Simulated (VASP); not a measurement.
A run of VASP 6.6.1 is set up as follows.

The input INCAR:

```
PREC = Accurate
ENCUT = 520
EDIFF = 1E-6
ISMEAR = -1
SIGMA = 0.2
LREAL = F
LASPH = T
NELM = 100
ALGO = Normal
ISIF = 2
LWAVE = F
LCHARG = F
GGA = CA
NBANDS = 16
```

Contents of KPOINTS:

```
Automatic mesh
0
Gamma
  8 8 8
```

Contents of POSCAR:

```
CdTe
1.0
    0.0000000000      3.4817413044      2.7157582174
    3.4817413044      0.0000000000      2.7157582174
    3.4817413044      3.4817413044      0.0000000000
Cd Te
1 1
Direct
    0.0000000000      0.0000000000      0.0000000000
    0.7500000000      0.7500000000      0.7500000000
```

Potentials or basis: VASP PAW LDA potentials, release 64 (Cd, Te).

Launch:

```console
$ cat potpaw_LDA.64/Cd/POTCAR potpaw_LDA.64/Te/POTCAR > POTCAR
$ mpirun -np 1 vasp_std > vasp.out
```

Q: Estimate the pressure.

A: -0.9 GPa.

Stress tensor (GPa, compression positive):
```
-1.85  0.00  0.00
 0.00 -1.85  0.00
 0.00  0.00  0.96
```
